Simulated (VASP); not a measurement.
Write the native input for VASP 6.6.1 that does the following.

```
Task                   : single point
Functional             : PBE
Potentials or basis    : VASP PAW PBE potentials, release 64 (Sn_d, O)
Cutoff                 : 520 eV
k mesh                 : 6 × 6 × 8
Occupations            : gaussian, width 0.05 eV
Spin                   : no spin polarisation
Dipole correction      : no
Further INCAR settings : ALGO = Normal; EDIFF = 1e-06; NBANDS = 35
```

The structure of SnO2 lies in POSCAR:

```
SnO2
1.0
    4.9405222631      0.0000000000      0.0000000000
    0.0000000000      4.9405362667      0.0000000000
    0.0000000000      0.0000000000      3.0866914697
Sn O
2 4
Direct
    0.5000000000      0.5000000000      0.5000000000
    0.0000000000      0.0000000000      0.0000000000
    0.2942685581      0.3189326770      0.0000000000
    0.7942685581      0.1810673230      0.5000000000
    0.2057314419      0.8189326770      0.5000000000
    0.7057314419      0.6810673230      0.0000000000
```

This cell differs from its parent crystal: atoms displaced along a vibrational mode, the cell strained.

One way to write it, as run:

INCAR

```
SYSTEM = SnO2
PREC = Accurate
ENCUT = 520
EDIFF = 1E-6
ISMEAR = 0
SIGMA = 0.05
LREAL = .FALSE.
LASPH = .TRUE.
NELM = 100
ALGO = Normal
ISIF = 2
LWAVE = .FALSE.
LCHARG = .FALSE.
GGA = PE
NBANDS = 35
```

KPOINTS

```
regular mesh
0
G
  6 6 8
  0 0 0
```

Potentials or basis: VASP PAW PBE potentials, release 64 (Sn_d, O).

Run with:

```sh
$ cat potpaw_PBE.64/Sn_d/POTCAR potpaw_PBE.64/O/POTCAR > POTCAR
$ mpirun -np 1 vasp_std > vasp.out
```

It gave:

```yaml
Pressure: 4.0 GPa
Largest_force: 0.168 eV/Å
Band_gap_on_the_k_mesh: 1.02 eV
```

Caveat: the cell differs from its parent crystal (atoms displaced along a vibrational mode, the cell strained); the stress differs along the axes, from -2 to 15 GPa; spin-orbit coupling is left out, which moves the levels of the heavy elements.

Wall time 6.4 min on 1 thread of AMD EPYC 7R13 (shared host), peak memory 0.27 GiB.
